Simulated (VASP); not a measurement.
# SnSe (Fm-3m) in VASP: a series of runs

SnSe is run at these levels: PBE; tasks: relaxation of cell and atoms, single point.

All numbers are computed with VASP 6.6.1; they aren't measurements. Logs are shortened: lines on timing, memory, paths and dates and some standing lists are left out, and cuts for length are marked.

### 1 The cell of the first run

The structure is cubic, space group Fm-3m (No. 225). Conventional cell: a = 6.020 Å, b = 6.020 Å, c = 6.020 Å, α = 90.00°, β = 90.00°, γ = 90.00°. Within 4.0 Å of Sn (site symmetry m-3m) lie 6 Se at 3.01 Å. Se (site symmetry m-3m) has 6 Sn at 3.01 Å within 4.0 Å.

### 2 Relaxation of cell and atoms, PBE

INCAR reads:

```
ALGO = Normal
EDIFF = 1E-6
EDIFFG = -0.01
ENCUT = 600
GGA = PE
IBRION = 2
ISIF = 3
ISMEAR = -1
LASPH = True
LCHARG = False
LREAL = False
LWAVE = False
NELM = 100
NSW = 60
PREC = Accurate
SIGMA = 0.05
```

KPOINTS reads:

```
k-points
0
Gamma
  8 8 8
```

POSCAR reads:

```
SnSe
1.0
    0.0000000000      3.0100000000      3.0100000000
    3.0100000000      0.0000000000      3.0100000000
    3.0100000000      3.0100000000      0.0000000000
Sn Se
1 1
Direct
    0.0000000000      0.0000000000      0.0000000000
    0.5000000000      0.5000000000      0.5000000000
```

Potentials or basis: VASP PAW PBE potentials, release 64 (Sn_d, Se).

Command:

```sh
> cat potpaw_PBE.64/Sn_d/POTCAR potpaw_PBE.64/Se/POTCAR > POTCAR
> mpirun -np 1 vasp_std > vasp.out
```

OUTCAR:

```text
EDIFF = 1E-6
   EDIFFG = -0.01
   ENCUT = 600
   GGA = PE
   IBRION = 2
   ISIF = 3
   ISMEAR = -1
   LASPH = True
   LREAL = False
   NELM = 100
   NSW = 60
   PREC = Accurate

 ion  position               nearest neighbor table
   1  0.000  0.000  0.000-   2 3.01   2 3.01   2 3.01   2 3.01   2 3.01   2 3.01
   2  0.500  0.500  0.500-   1 3.01   1 3.01   1 3.01   1 3.01   1 3.01   1 3.01

  LATTYP: Found a face centered cubic cell.
 ALAT       =     6.0200000000

  Lattice vectors:

 A1 = (   0.0000000000,   3.0100000000,   3.0100000000)
 A2 = (   3.0100000000,   0.0000000000,   3.0100000000)
 A3 = (   3.0100000000,   3.0100000000,   0.0000000000)

Analysis of symmetry for initial positions (statically):
=====================================================================
 Subroutine PRICEL returns:
 Original cell was already a primitive cell.

 Routine SETGRP: Setting up the symmetry group for a
 face centered cubic supercell.

 Subroutine GETGRP returns: Found 48 space group operations
[... 9 lines left out ...]

 Routine SETGRP: Setting up the symmetry group for a
 face centered cubic supercell.

 Subroutine GETGRP returns: Found 48 space group operations
[... 11 lines left out ...]
                                     Primitive cell

  volume of cell :      54.5418

  direct lattice vectors                    reciprocal lattice vectors
     0.000000000  3.010000000  3.010000000    -0.166112957  0.166112957  0.166112957
     3.010000000  0.000000000  3.010000000     0.166112957 -0.166112957  0.166112957
     3.010000000  3.010000000  0.000000000     0.166112957  0.166112957 -0.166112957

  length of vectors
     4.256782823  4.256782823  4.256782823     0.287716081  0.287716081  0.287716081

  position of ions in fractional coordinates (direct lattice)
     0.000000000  0.000000000  0.000000000
     0.500000000  0.500000000  0.500000000

  ion indices of the primitive-cell ions
   primitive index   ion index
                 1           1
                 2           2

----------------------------------------------------------------------------------------

 KPOINTS: k-points

Automatic generation of k-mesh.
 Grid dimensions read from file:
 generate k-points for:    8    8    8

 Generating k-lattice:

  Cartesian coordinates                     Fractional coordinates (reciprocal lattice)
    -0.020764120  0.020764120  0.020764120     0.125000000  0.000000000  0.000000000
     0.020764120 -0.020764120  0.020764120     0.000000000  0.125000000  0.000000000
     0.020764120  0.020764120 -0.020764120     0.000000000  0.000000000  0.125000000

  Length of vectors
     0.035964510  0.035964510  0.035964510

  Shift w.r.t. Gamma in fractional coordinates (k-lattice)
     0.000000000  0.000000000  0.000000000

 Subroutine IBZKPT returns following result:
 ===========================================

 Found     29 irreducible k-points:

 Following reciprocal coordinates:
            Coordinates               Weight
  0.000000  0.000000  0.000000      1.000000
  0.125000  0.000000  0.000000      8.000000
  0.250000  0.000000  0.000000      8.000000
  0.375000  0.000000  0.000000      8.000000
  0.500000  0.000000  0.000000      4.000000
  0.125000  0.125000  0.000000      6.000000
[... 16 lines left out ...]
  0.500000  0.250000  0.125000     48.000000
 -0.375000  0.250000  0.125000     24.000000
 [... further k-points ...]
   k-points           NKPTS =     29   k-points in BZ     NKDIM =     29   number of bands    NBANDS=     14
   number of dos      NEDOS =    301   number of ions     NIONS =      2
   total plane-waves  NPLWV =  46656
   dimension x,y,z NGX =    36 NGY =   36 NGZ =   36
   dimension x,y,z NGXF=    72 NGYF=   72 NGZF=   72
   ions per type =               1   1
   NGX,Y,Z   is equivalent  to a cutoff of  14.06, 14.06, 14.06 a.u.
   NGXF,Y,Z  is equivalent  to a cutoff of  28.12, 28.12, 28.12 a.u.
 SYSTEM =  unknown system
   PREC   = accura    normal or accurate (medium, high low for compatibility)
   ISTART =      0    job   : 0-new  1-cont  2-samecut
   ICHARG =      2    charge: 1-file 2-atom 10-const
   ISPIN  =      1    spin polarized calculation?
   LNONCOLLINEAR =      F non collinear calculations
   LSORBIT =      F    spin-orbit coupling
   LASPH  =      T    aspherical Exc in radial PAW
   ENCUT  =  600.0 eV  44.10 Ry    6.64 a.u.   8.50  8.50  8.50*2*pi/ulx,y,z
   NELM   =    100;   NELMIN=  2; NELMDL= -5     # of ELM steps
   EDIFF  = 0.1E-05   stopping-criterion for ELM
   LREAL  =      F    real-space projection
   EDIFFG = -.1E-01   stopping-criterion for IOM
   NSW    =     60    number of steps for IOM
   IBRION =      2    ionic relax: 0-MD 1-quasi-New 2-CG
   NFREE  =      1    steps in history (QN), initial steepest desc. (CG)
   ISIF   =      3    stress and relaxation
   ISYM   =      2    0-nonsym 1-usesym 2-fastsym
   POTIM  = 0.5000    time-step for ionic-motion
   TEBEG  =    0.0;   TEEND  =   0.0 temperature during run
   PSTRESS=    0.0 pullay stress
   NELECT =      20.0000    total number of electrons
   NUPDOWN=      -1.0000    fix difference up-down
   EMIN   =  10.00;   EMAX   =-10.00  energy-range for DOS
   EFERMI =   0.00;   METHOD = LEGACY
   ISMEAR =    -1;   SIGMA  =   0.05  broadening in eV -4-tet -1-fermi 0-gaus
   EFERMI_NEDOS =   21; number of points for ismear=-14 and -15
   IALGO  =     38    algorithm
   IMIX   =      4    mixing-type and parameters
     AMIX     =   0.40;   BMIX     =  1.00
     AMIX_MAG =   1.60;   BMIX_MAG =  1.00
  volume/ion in A,a.u.               =      27.27       184.03
  Fermi-wavevector in a.u.,A,eV,Ry     =   1.171768  2.214321 18.681350  1.373040
  Thomas-Fermi vector in A             =   2.308207
   LORBIT       =      0    0 simple, 1 ext, 2 COOP (PROOUT), +10 PAW based schemes
   GGA     = PE    functional components
   LHFCALC =     F    Hartree Fock is set to
   AEXX    =    0.0000 exact exchange contribution
   IVDW    =     0    specifies the selected vdW correction
   LEPSILON=     F    determine dielectric tensor
   LRPA    =     F    only Hartree local field effects (RPA)
 conjugate gradient relaxation of ions
 non-spin polarized calculation
  energy-cutoff  :      600.00
  volume of cell :       54.54
 maximum number of plane-waves:      1841
 NGX is ok and might be reduce to    36
   NGX = 17   NGY = 17   NGZ = 17

--------------------------------------- Ionic step        1  -------------------------------------------

 number of electron      19.9999999 magnetization

 Free energy of the ion-electron system (eV)
  ---------------------------------------------------
  ext. energy  EPLUGINS =         0.00000000
  ---------------------------------------------------
  free energy    TOTEN  =        -8.21903650 eV

  energy without entropy =       -8.21898690  energy(sigma->0) =       -8.21901170

------------------------ aborting loop because EDIFF is reached ----------------------------------------

  FORCE on cell =-STRESS in cart. coord.  units (eV):
  Direction    XX          YY          ZZ          XY          YZ          ZX
  --------------------------------------------------------------------------------------
  -------------------------------------------------------------------------------------
  Total        0.3170710      0.3170710      0.3170710      0.0000000     -0.0000000      0.0000000
  in kB        9.3140287      9.3140287      9.3140287      0.0000000     -0.0000000      0.0000000
  external PRESSURE =       9.3140287 kB  Pullay stress =       0.0000000 kB

 VOLUME and BASIS-vectors are now :
 -----------------------------------------------------------------------------
  energy-cutoff  :      600.00
  volume of cell :       54.54
      direct lattice vectors                 reciprocal lattice vectors
     0.000000000  3.010000000  3.010000000    -0.166112957  0.166112957  0.166112957
     3.010000000  0.000000000  3.010000000     0.166112957 -0.166112957  0.166112957
     3.010000000  3.010000000  0.000000000     0.166112957  0.166112957 -0.166112957
[... 37 lines left out ...]
 POSITION                                       TOTAL-FORCE (eV/Angst)
 -----------------------------------------------------------------------------------
      3.03302      3.03302      0.00000         0.000000     -0.000000     -0.000000
      3.03302      3.03302      3.03302        -0.000000      0.000000      0.000000
 -----------------------------------------------------------------------------------
    total drift:                                0.000000      0.000000      0.000000

  FREE ENERGIE OF THE ION-ELECTRON SYSTEM (eV)
  ---------------------------------------------------
  free  energy   TOTEN  =        -8.2218667040 eV

  energy  without entropy=       -8.2217814059  energy(sigma->0) =       -8.22182405

--------------------------------------- Ionic step        3  -------------------------------------------

 number of electron      20.0000000 magnetization

 Free energy of the ion-electron system (eV)
  ---------------------------------------------------
  ext. energy  EPLUGINS =         0.00000000
  ---------------------------------------------------
  free energy    TOTEN  =        -8.22201862 eV

  energy without entropy =       -8.22194182  energy(sigma->0) =       -8.22198022

 E-fermi :   5.6351     XC(G=0):  -9.5134

 val. band max:        5.3900282756   @ k =   0.5000   0.0000   0.0000
 cond. band min:       5.8905268846   @ k =   0.5000   0.0000   0.0000
 fundamental gap:      0.5004986090
 Fermi energy:         5.6350669113

 k-point     1 :       0.0000    0.0000    0.0000
  band No.  band energies     occupation
      1     -16.2309      2.00000
      2     -16.2309      2.00000
      3     -16.2309      2.00000
      4     -16.2280      2.00000
      5     -16.2280      2.00000
      6      -8.3603      2.00000
      7       0.2540      2.00000
      8       3.2443      2.00000
      9       3.2443      2.00000
     10       3.2443      2.00000
     11       9.6259      0.00000
     12       9.6259      0.00000
     13       9.6259      0.00000
     14      11.2691      0.00000

 k-point     2 :       0.1250    0.0000    0.0000
  band No.  band energies     occupation
      1     -16.2306      2.00000
      2     -16.2304      2.00000
      3     -16.2304      2.00000
      4     -16.2279      2.00000
      5     -16.2279      2.00000
      6      -8.2552      2.00000
      7      -0.2852      2.00000
      8       3.2638      2.00000
      9       3.2638      2.00000
     10       3.6686      2.00000
[... 362 lines left out ...]
 k-point    24 :      -0.3750    0.2500    0.1250
  band No.  band energies     occupation
      1     -16.2402      2.00000
      2     -16.2314      2.00000
      3     -16.2260      2.00000
      4     -16.2226      2.00000
      5     -16.2179      2.00000
      6      -7.3317      2.00000
      7      -2.1608      2.00000
      8       1.7485      2.00000
      9       2.2687      2.00000
     10       4.5867      2.00000
     11       6.4126      0.00000
     12       8.4502      0.00000
     13       9.2978      0.00000
     14      12.5637      0.00000

 [... further k-points ...]
[... 5 lines left out ...]
  --------------------------------------------------------------------------------------
  -------------------------------------------------------------------------------------
  Total        0.0087733      0.0087733      0.0087733      0.0000000      0.0000000      0.0000000
  in kB        0.2529030      0.2529030      0.2529030      0.0000000      0.0000000      0.0000000
  external PRESSURE =       0.2529030 kB  Pullay stress =       0.0000000 kB

 VOLUME and BASIS-vectors are now :
 -----------------------------------------------------------------------------
  energy-cutoff  :      600.00
  volume of cell :       55.58
      direct lattice vectors                 reciprocal lattice vectors
     0.000000000  3.028982763  3.028982763    -0.165071920  0.165071920  0.165071920
     3.028982763  0.000000000  3.028982763     0.165071920 -0.165071920  0.165071920
     3.028982763  3.028982763  0.000000000     0.165071920  0.165071920 -0.165071920

 POSITION                                       TOTAL-FORCE (eV/Angst)
 -----------------------------------------------------------------------------------
      0.00000      0.00000      0.00000         0.000000     -0.000000      0.000000
      3.02898      3.02898      3.02898        -0.000000      0.000000     -0.000000
 -----------------------------------------------------------------------------------
    total drift:                               -0.000000      0.000000      0.000000

  FREE ENERGIE OF THE ION-ELECTRON SYSTEM (eV)
  ---------------------------------------------------
  free  energy   TOTEN  =        -8.2220186166 eV

  energy  without entropy=       -8.2219418244  energy(sigma->0) =       -8.22198022

 reached required accuracy - stopping structural energy minimisation
```

It took 61 s on 1 thread of AMD EPYC 7R43 (Zen 3), shared host; peak memory 0.19 GiB.

Results:

| Quantity | Value |
| --- | --- |
| Free energy | -8.2220 eV |
| Relaxed volume | 27.79 Å³/atom |
| Relaxed cell | a = 4.284 Å, b = 4.284 Å, c = 4.284 Å, α = 60.00°, β = 60.00°, γ = 60.00° |
| Space group after relaxing (to 0.05 Å) | Fm-3m (No. 225) |
| Energy gained by relaxing | 1.5 meV/atom |
| Ionic steps | 3 |
| Pressure after relaxing | 0.0 GPa |
| Band gap on the k mesh | 0.50 eV, direct |

The path:
| step | energy change (eV) | largest force (eV/Å) | pressure (GPa) | volume (Å³) |
| --- | --- | --- | --- | --- |
| 1 | 0.0000 | 0.0000 | 0.93 | 54.54 |
| 2 | -0.0028 | 0.0000 | -0.18 | 55.80 |
| 3 | -0.0030 | 0.0000 | 0.03 | 55.58 |

Final structure:
```
Sn Se
1.0
     0.00000    3.02898    3.02898
     3.02898    0.00000    3.02898
     3.02898    3.02898    0.00000
Sn Se
1 1
Direct
  0.00000 0.00000 0.00000
  0.50000 0.50000 0.50000
```

Caveat: spin-orbit coupling is left out, which moves the levels of the heavy elements. PBE usually gives volumes a little too large and moduli too small.

### 3 Single point, PBE, non-collinear spin, zero start, spin-orbit coupling

INCAR reads:

```
ALGO     = Normal         # electronic algorithm
EDIFF    = 1E-6           # SCF threshold, eV
ENCUT    = 520            # plane-wave cutoff, eV
GGA      = PE             # functional
GGA_COMPAT= False        
ISIF     = 2              # what is computed and relaxed
ISMEAR   = -1             # smearing method
LASPH    = True           # aspherical terms in the spheres
LCHARG   = False          # write CHGCAR
LORBIT   = 11             # projections on sites
LORBMOM  = True         
LREAL    = False          # projectors in reciprocal space
LSORBIT  = True           # spin-orbit coupling
LWAVE    = False          # write WAVECAR
MAGMOM   = 0 0 0 0 0 0    # initial moments
NBANDS   = 32             # bands
NELM     = 150            # most SCF steps
PREC     = Accurate       # precision mode
SIGMA    = 0.05           # smearing width, eV
```

KPOINTS reads:

```
k-points
0
Gamma
  6 6 6
```

POSCAR is that of step 2.

Potentials or basis: VASP PAW PBE potentials, release 64 (Sn_d, Se).

Command:

```sh
> cat potpaw_PBE.64/Sn_d/POTCAR potpaw_PBE.64/Se/POTCAR > POTCAR
> mpirun -np 1 vasp_ncl > vasp.out
```

OUTCAR:

```text
EDIFF = 1E-6
   ENCUT = 520
   GGA = PE
   ISIF = 2
   ISMEAR = -1
   LASPH = True
   LORBIT = 11
   LREAL = False
   LSORBIT = True
   NELM = 150
   PREC = Accurate

 ion  position               nearest neighbor table
   1  0.000  0.000  0.000-   2 3.01   2 3.01   2 3.01   2 3.01   2 3.01   2 3.01
   2  0.500  0.500  0.500-   1 3.01   1 3.01   1 3.01   1 3.01   1 3.01   1 3.01

  LATTYP: Found a face centered cubic cell.
 ALAT       =     6.0200000000

  Lattice vectors:

 A1 = (   0.0000000000,   3.0100000000,   3.0100000000)
 A2 = (   3.0100000000,   0.0000000000,   3.0100000000)
 A3 = (   3.0100000000,   3.0100000000,   0.0000000000)

[... 842 lines left out ...]
 l=   3
     0.0000000     0.0000000     0.0000000     0.0000000     0.0000000     0.0000000     0.0000000
     0.0000000     0.0000000     0.0000000     0.0000000     0.0000000     0.0000000     0.0000000
     0.0000000     0.0000000     0.0000000     0.0000000     0.0000000     0.0000000     0.0000000
     0.0000000     0.0000000     0.0000000     0.0000000     0.0000000     0.0000000     0.0000000
     0.0000000     0.0000000     0.0000000     0.0000000     0.0000000     0.0000000     0.0000000
     0.0000000     0.0000000     0.0000000     0.0000000     0.0000000     0.0000000     0.0000000
     0.0000000     0.0000000     0.0000000     0.0000000     0.0000000     0.0000000     0.0000000

 total charge

# of ion       s       p       d       tot
------------------------------------------
    1        1.382   0.674   9.988  12.045
    2        1.481   2.285   0.026   3.792
--------------------------------------------------
tot          2.863   2.960  10.014  15.837

 magnetization (x)

# of ion       s       p       d       tot
------------------------------------------
    1        0.000   0.000  -0.000  -0.000
    2        0.000   0.000   0.000   0.000
--------------------------------------------------
tot          0.000   0.000   0.000   0.000

 magnetization (y)

# of ion       s       p       d       tot
------------------------------------------
    1        0.000   0.000   0.000   0.000
    2       -0.000   0.000   0.000  -0.000
--------------------------------------------------
tot         -0.000   0.000   0.000  -0.000

 magnetization (z)

# of ion       s       p       d       tot
------------------------------------------
    1        0.000   0.000  -0.000  -0.000
    2        0.000   0.000   0.000   0.000
--------------------------------------------------
tot          0.000   0.000   0.000   0.000
```

OSZICAR:

```text
N       E                     dE             d eps       ncg     rms          rms(c)
DAV:   1     0.187415531329E+03    0.18742E+03   -0.92460E+03  1096   0.157E+03
DAV:   2     0.178020009128E+02   -0.16961E+03   -0.16266E+03  1032   0.468E+02
DAV:   3    -0.733152330713E+01   -0.25134E+02   -0.24668E+02  1256   0.143E+02
DAV:   4    -0.844104328482E+01   -0.11095E+01   -0.11083E+01  1192   0.323E+01
DAV:   5    -0.847300513040E+01   -0.31962E-01   -0.31961E-01  1472   0.564E+00    0.313E+00
DAV:   6    -0.829844612841E+01    0.17456E+00   -0.36271E-01  1376   0.414E+00    0.189E+00
DAV:   7    -0.829835180365E+01    0.94325E-04   -0.84185E-02  1312   0.138E+00    0.970E-01
DAV:   8    -0.829967799861E+01   -0.13262E-02   -0.51444E-03  1184   0.664E-01    0.478E-01
DAV:   9    -0.830014003860E+01   -0.46204E-03   -0.64014E-04  1200   0.225E-01    0.962E-02
DAV:  10    -0.830011492752E+01    0.25111E-04   -0.37479E-04  1392   0.175E-01    0.353E-02
DAV:  11    -0.830015286458E+01   -0.37937E-04   -0.84243E-05  1168   0.553E-02    0.638E-03
DAV:  12    -0.830015499790E+01   -0.21333E-05   -0.57115E-06  1192   0.227E-02    0.262E-03
DAV:  13    -0.830015510014E+01   -0.10224E-06   -0.22042E-07   800   0.581E-03
   1 F= -.83001551E+01 E0= -.83001294E+01  d E =-.513970E-04  mag=    -0.0000     0.0000     0.0000
```

stdout:

```text
POSCAR found type information on POSCAR SnSe
 POSCAR found :  2 types and       2 ions
 scaLAPACK will be used
 LDA part: xc-table for (Slater+PW92), standard interpolation
 POSCAR, INCAR and KPOINTS ok, starting setup
 FFT: planning ... GRIDC
 FFT: planning ... GRID_SOFT
 FFT: planning ... GRID
 WAVECAR not read
 entering main loop
```

Run time: 56 s. Hardware: 1 thread of AMD EPYC 7R43 (Zen 3), shared host; peak memory 0.28 GiB.

Results:

```
Free energy                                           : -8.3002 eV
Pressure                                              : 0.6 GPa
Net moment                                            : 0.00 μB per cell
Valence electrons inside the program's atomic spheres : Sn 12.04; Se 3.79
```

Moments on the atoms (μB; x, y, z):
```
Sn  0.00 0.00 0.00
Se  0.00 0.00 0.00
```
